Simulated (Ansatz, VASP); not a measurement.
**Two plane-wave programs on Re**

Contents of INCAR:

```
  PREC = Accurate
  ENCUT = 520
  EDIFF = 1E-6
  ISMEAR = 0
  SIGMA = 0.15
  LREAL = F
  LASPH = T
  NELM = 100
  ALGO = Normal
  ISIF = 2
  LWAVE = F
  LCHARG = F
  GGA = PS
  NBANDS = 18
```

KPOINTS

```
regular mesh
0
Gamma
  11 11 11
```

The input POSCAR:

```
Re
1.0
    1.3839230000      0.7990080000      6.6986080000
   -1.3839230000      0.7990080000      6.6986080000
    0.0000000000     -1.5980170000      6.6986080000
Re
3
Direct
    0.0000000000      0.0000000000      0.0000000000
    0.2221740000      0.2221740000      0.2221740000
    0.7778260000      0.7778260000      0.7778260000
```

Input for Ansatz:

```yaml
crystal:
  lattice:
    - [1.383923, 0.799008, 6.698608]
    - [-1.383923, 0.799008, 6.698608]
    - [0.0, -1.598017, 6.698608]
  atoms:
    - { symbol: Re, position: [0.0, 0.0, 0.0] }
    - { symbol: Re, position: [0.222174, 0.222174, 0.222174] }
    - { symbol: Re, position: [0.777826, 0.777826, 0.777826] }
basis:
  ecutwfc: 517.016338673772
kpoints:
  mp_grid:
    grid: [11, 11, 11]
hamiltonian:
  xc: pbesol
scf:
  convergence:
    dr2_threshold: 1.0e-09
  occupations:
    method: gaussian
    width: 0.15
output:
  stress: true
```

Alike in both runs: task single point; functional PBEsol; k mesh 11 × 11 × 11; occupations gaussian, width 0.15 eV; no spin polarisation.

|  | VASP | Ansatz |
| --- | --- | --- |
| version | VASP 6.6.1 | Ansatz 0.2.0 |
| potentials or method | VASP PAW PBE potentials, release 64 (Re), cutoff 520 eV | plane waves, PAW |
| valence electrons in the cell | 21 | 45 |

|  | VASP | Ansatz | Ansatz less VASP |
| --- | --- | --- | --- |
| pressure (GPa) | -6.4 | -6.3 | +0.13 |
| traceless stress, the component that is largest in VASP (GPa) | -0.26 | -0.21 | +0.051 |

VASP's potentials were made for PBE, not for PBEsol. The functional is the same, so the differences come from potentials, cutoffs and numerics. VASP's potentials hold 21 valence electrons a cell and Ansatz's 45, so a difference there can come from the potentials and not from the codes. Ansatz's warnings: stress scf threshold loose.

Spin-orbit coupling is off throughout.
